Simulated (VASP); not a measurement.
# Ga2BSb3 (P4/mmm) in VASP: further runs

The runs below take Ga2BSb3 through single point, relaxation of cell and atoms, with PBE.

Everything below comes from runs of VASP 6.6.1. Logs are shortened: lines on timing, memory, paths and dates and some standing lists are left out, and cuts for length are marked.

## (1) The cell of the first run

Symmetry: P4/mmm, No. 123, tetragonal system. The conventional cell has a = 4.083 Å, b = 4.083 Å, c = 8.451 Å, α = 90.00°, β = 90.00°, γ = 90.00°. Within 2.7 Å of Ga (site symmetry mmm) lie 6 Sb at 2.04 to 2.47 Å. B (site symmetry 4/mmm) has 10 Sb at 4.04 to 4.23 Å and 4 B at 4.08 Å and 8 Ga at 4.69 Å within 5.3 Å. Sb (site symmetry 4mm) has 4 Ga at 2.47 Å and 5 Sb at 2.79 to 3.21 Å within 3.3 Å. Sb (site symmetry 4/mmm) has 4 Ga at 2.04 Å within 2.7 Å.

The cell was built from a structure type or drawn by symmetry, and may not be a known phase.

## (2) Single point, PBE

INCAR

```
SYSTEM = Ga2BSb3
ALGO     = Normal         ! electronic algorithm
EDIFF    = 1E-6           ! SCF threshold, eV
ENCUT    = 520            ! plane-wave cutoff, eV
GGA      = PE             ! functional
ISIF     = 2              ! what is computed and relaxed
ISMEAR   = 0              ! smearing method
LASPH    = .TRUE.         ! aspherical terms in the spheres
LCHARG   = .FALSE.        ! write CHGCAR
LREAL    = .FALSE.        ! projectors in reciprocal space
LWAVE    = .FALSE.        ! write WAVECAR
NBANDS   = 31             ! bands
NELM     = 60             ! most SCF steps
PREC     = Accurate       ! precision mode
SIGMA    = 0.1            ! smearing width, eV
```

KPOINTS

```
k-points
0
G
  4 4 2
  0 0 0
```

POSCAR

```
Ga2BSb3
1.0
    4.0828762900      0.0000000000      0.0000000000
    0.0000000000      4.0828762900      0.0000000000
    0.0000000000      0.0000000000      8.4511006600
Ga B Sb
2 1 3
Direct
    0.0000000000      0.5000000000      0.0000000000
    0.5000000000      0.0000000000      0.0000000000
    0.5000000000      0.5000000000      0.5000000000
    0.0000000000      0.0000000000      0.8348444100
    0.0000000000      0.0000000000      0.1651555900
    0.5000000000      0.5000000000      0.0000000000
```

Potentials or basis: VASP PAW PBE potentials, release 64 (Ga_d, B, Sb).

Run with:

```bash
$ cat potpaw_PBE.64/Ga_d/POTCAR potpaw_PBE.64/B/POTCAR potpaw_PBE.64/Sb/POTCAR > POTCAR
$ mpirun -np 1 vasp_std > vasp.out
```

OUTCAR:

```text
SYSTEM = Ga2BSb3
   EDIFF = 1E-6
   ENCUT = 520
   GGA = PE
   ISIF = 2
   ISMEAR = 0
   LASPH = .TRUE.
   LREAL = .FALSE.
   NELM = 60
   PREC = Accurate

 ion  position               nearest neighbor table
   1  0.000  0.500  0.000-   6 2.04   6 2.04   4 2.47   4 2.47   5 2.47   5 2.47   2 2.89   2 2.89
                             2 2.89   2 2.89
   2  0.500  0.000  0.000-   6 2.04   6 2.04   4 2.47   5 2.47   4 2.47   5 2.47   1 2.89   1 2.89
                             1 2.89   1 2.89
   3  0.500  0.500  0.500-
   4  0.000  0.000  0.835-   1 2.47   2 2.47   1 2.47   2 2.47   5 2.79   6 3.21   6 3.21   6 3.21
                             6 3.21
   5  0.000  0.000  0.165-   1 2.47   2 2.47   1 2.47   2 2.47   4 2.79   6 3.21   6 3.21   6 3.21
                             6 3.21
   6  0.500  0.500  0.000-   1 2.04   2 2.04   2 2.04   1 2.04   4 3.21   4 3.21   5 3.21   5 3.21
                             4 3.21   5 3.21   4 3.21   5 3.21

  LATTYP: Found a simple tetragonal cell.
 ALAT       =     4.0828762900
 C/A-ratio  =     2.0698889851

  Lattice vectors:

 A1 = (   4.0828762900,   0.0000000000,   0.0000000000)
 A2 = (   0.0000000000,   4.0828762900,   0.0000000000)
 A3 = (   0.0000000000,   0.0000000000,   8.4511006600)

Analysis of symmetry for initial positions (statically):
=====================================================================
 Subroutine PRICEL returns:
 Original cell was already a primitive cell.

 Routine SETGRP: Setting up the symmetry group for a
 simple tetragonal supercell.

 Subroutine GETGRP returns: Found 16 space group operations
 (whereof 16 operations were pure point group operations)
 out of a pool of 16 trial point group operations.

The static configuration has the point symmetry D_4h.

Analysis of symmetry for dynamics (positions and initial velocities):
=====================================================================
 Subroutine PRICEL returns:
 Original cell was already a primitive cell.

 Routine SETGRP: Setting up the symmetry group for a
 simple tetragonal supercell.

 Subroutine GETGRP returns: Found 16 space group operations
 (whereof 16 operations were pure point group operations)
 out of a pool of 16 trial point group operations.

The dynamic configuration has the point symmetry D_4h.

 Subroutine INISYM returns: Found 16 space group operations
 (whereof 16 operations are pure point group operations),
[... 90 lines left out ...]
   NELM   =     60;   NELMIN=  2; NELMDL= -5     # of ELM steps
   EDIFF  = 0.1E-05   stopping-criterion for ELM
   LREAL  =      F    real-space projection
   EDIFFG = 0.1E-04   stopping-criterion for IOM
   NSW    =      0    number of steps for IOM
   IBRION =     -1    ionic relax: 0-MD 1-quasi-New 2-CG
   NFREE  =      0    steps in history (QN), initial steepest desc. (CG)
   ISIF   =      2    stress and relaxation
   ISYM   =      2    0-nonsym 1-usesym 2-fastsym
   POTIM  = 0.5000    time-step for ionic-motion
   TEBEG  =    0.0;   TEEND  =   0.0 temperature during run
   PSTRESS=    0.0 pullay stress
   NELECT =      44.0000    total number of electrons
   NUPDOWN=      -1.0000    fix difference up-down
   EMIN   =  10.00;   EMAX   =-10.00  energy-range for DOS
   EFERMI =   0.00;   METHOD = LEGACY
   ISMEAR =     0;   SIGMA  =   0.10  broadening in eV -4-tet -1-fermi 0-gaus
   EFERMI_NEDOS =   21; number of points for ismear=-14 and -15
   IALGO  =     38    algorithm
   IMIX   =      4    mixing-type and parameters
     AMIX     =   0.40;   BMIX     =  1.00
     AMIX_MAG =   1.60;   BMIX_MAG =  1.00
  volume/ion in A,a.u.               =      23.48       158.45
  Fermi-wavevector in a.u.,A,eV,Ry     =   1.110735  2.098985 16.785948  1.233732
  Thomas-Fermi vector in A             =   2.247290
   LORBIT       =      0    0 simple, 1 ext, 2 COOP (PROOUT), +10 PAW based schemes
   GGA     = PE    functional components
   LHFCALC =     F    Hartree Fock is set to
   AEXX    =    0.0000 exact exchange contribution
   IVDW    =     0    specifies the selected vdW correction
   LEPSILON=     F    determine dielectric tensor
   LRPA    =     F    only Hartree local field effects (RPA)
 non-spin polarized calculation
 Gauss-broadening in eV      SIGMA  =   0.10
  energy-cutoff  :      520.00
  volume of cell :      140.88
 maximum number of plane-waves:      3824
   NGX = 15   NGY = 15   NGZ = 31

 number of electron      44.0000007 magnetization

 Free energy of the ion-electron system (eV)
  ---------------------------------------------------
  ext. energy  EPLUGINS =         0.00000000
  ---------------------------------------------------
  free energy    TOTEN  =         0.81383538 eV

  energy without entropy =        0.83509547  energy(sigma->0) =        0.82446543

 E-fermi :   6.1789     XC(G=0):  -9.2550

 val. band max:        6.1143998202   @ k =   0.2500   0.2500   0.5000
 cond. band min:       6.2636720040   @ k =   0.5000   0.2500   0.0000
 fundamental gap:      0.1492721838
 Fermi energy:         6.1789060837

 k-point     1 :       0.0000    0.0000    0.0000
  band No.  band energies     occupation
      1     -12.2978      2.00000
      2     -11.1749      2.00000
      3     -10.9844      2.00000
      4     -10.6718      2.00000
      5     -10.6242      2.00000
      6     -10.6242      2.00000
[... 397 lines left out ...]
     30      12.9198      0.00000
     31      12.9198      0.00000

------------------------ aborting loop because EDIFF is reached ----------------------------------------

  FORCE on cell =-STRESS in cart. coord.  units (eV):
  Direction    XX          YY          ZZ          XY          YZ          ZX
  --------------------------------------------------------------------------------------
  -------------------------------------------------------------------------------------
  Total       83.5096679     83.5096679     20.1739116      0.0000000      0.0000000      0.0000000
  in kB      949.7332051    949.7332051    229.4325223      0.0000000      0.0000000      0.0000000
  external PRESSURE =     709.6329775 kB  Pullay stress =       0.0000000 kB

 VOLUME and BASIS-vectors are now :
 -----------------------------------------------------------------------------
  energy-cutoff  :      520.00
  volume of cell :      140.88
      direct lattice vectors                 reciprocal lattice vectors
     4.082876290  0.000000000  0.000000000     0.244925373  0.000000000  0.000000000
     0.000000000  4.082876290  0.000000000     0.000000000  0.244925373  0.000000000
     0.000000000  0.000000000  8.451100660     0.000000000  0.000000000  0.118327782

 POSITION                                       TOTAL-FORCE (eV/Angst)
 -----------------------------------------------------------------------------------
      0.00000      2.04144      0.00000        -0.000000     -0.000000      0.000000
      2.04144      0.00000      0.00000        -0.000000     -0.000000      0.000000
      2.04144      2.04144      4.22555        -0.000000     -0.000000      0.000000
      0.00000      0.00000      7.05535        -0.000000      0.000000     -8.784509
      0.00000      0.00000      1.39575         0.000000     -0.000000      8.784509
      2.04144      2.04144      0.00000        -0.000000     -0.000000      0.000000
 -----------------------------------------------------------------------------------
    total drift:                                0.000000     -0.000000      0.000000

  FREE ENERGIE OF THE ION-ELECTRON SYSTEM (eV)
  ---------------------------------------------------
  free  energy   TOTEN  =         0.8138353842 eV

  energy  without entropy=        0.8350954668  energy(sigma->0) =        0.82446543
```

OSZICAR:

```text
N       E                     dE             d eps       ncg     rms          rms(c)
DAV:   1     0.382420068134E+03    0.38242E+03   -0.19177E+04   793   0.171E+03
DAV:   2     0.439270310737E+02   -0.33849E+03   -0.32663E+03   856   0.479E+02
DAV:   3     0.314706576715E+00   -0.43612E+02   -0.41940E+02   884   0.131E+02
DAV:   4    -0.157815518094E+01   -0.18929E+01   -0.18809E+01   876   0.309E+01
DAV:   5    -0.164339716222E+01   -0.65242E-01   -0.65142E-01  1028   0.488E+00    0.110E+01
DAV:   6    -0.283231787193E+00    0.13602E+01   -0.18404E+01   865   0.969E+00    0.823E+00
DAV:   7     0.369140670702E+00    0.65237E+00   -0.16086E+01   909   0.107E+01    0.565E+00
DAV:   8     0.806659755680E+00    0.43752E+00   -0.13309E+00   859   0.427E+00    0.145E+00
DAV:   9     0.809700839547E+00    0.30411E-02   -0.10464E-01   871   0.225E+00    0.580E-01
DAV:  10     0.813138785583E+00    0.34379E-02   -0.31827E-02  1056   0.716E-01    0.197E-01
DAV:  11     0.813723770241E+00    0.58498E-03   -0.35829E-03   938   0.581E-01    0.860E-02
DAV:  12     0.813773662731E+00    0.49892E-04   -0.63538E-04   860   0.143E-01    0.566E-02
DAV:  13     0.813832687960E+00    0.59025E-04   -0.18811E-04  1017   0.503E-02    0.178E-02
DAV:  14     0.813837416813E+00    0.47289E-05   -0.24240E-05   891   0.513E-02    0.866E-03
DAV:  15     0.813835410955E+00   -0.20059E-05   -0.69832E-06   851   0.119E-02    0.549E-03
DAV:  16     0.813835384160E+00   -0.26796E-07   -0.72645E-07   589   0.742E-03
   1 F= 0.81383538E+00 E0= 0.82446543E+00  d E =-.212601E-01
```

stdout:

```text
POSCAR found type information on POSCAR GaB Sb
 POSCAR found :  3 types and       6 ions
 scaLAPACK will be used
 LDA part: xc-table for (Slater+PW92), standard interpolation
 POSCAR, INCAR and KPOINTS ok, starting setup
 FFT: planning ... GRIDC
 FFT: planning ... GRID_SOFT
 FFT: planning ... GRID
 WAVECAR not read
 entering main loop
```

It took 71 s on 1 thread of Intel Xeon Platinum 8488C (Sapphire Rapids), shared host; peak memory 0.24 GiB.

Results:

- Free energy: 0.8138 eV
- Pressure: 71.0 GPa
- Largest force: 8.785 eV/Å
- Band gap on the k mesh: zero (bands 22 and 23 overlap by 0.65 eV)

Forces in eV/Å, atoms in the order of the input:
```
Ga   0.000  0.000  0.000
Ga   0.000  0.000  0.000
B    0.000  0.000  0.000
Sb   0.000  0.000 -8.785
Sb   0.000  0.000  8.785
Sb   0.000  0.000  0.000
```

Caveat: the k points lie up to 0.38 Å⁻¹ apart, too coarse for converged energies and pressures of a metal; semilocal functionals underestimate gaps, so a narrow gap can read as zero; spin-orbit coupling is left out, which moves the levels of the heavy elements; forces of over 1 eV/Å act on the atoms, so gaps and moduli don't describe the material at rest.

(Continued in part 2 of 2.)
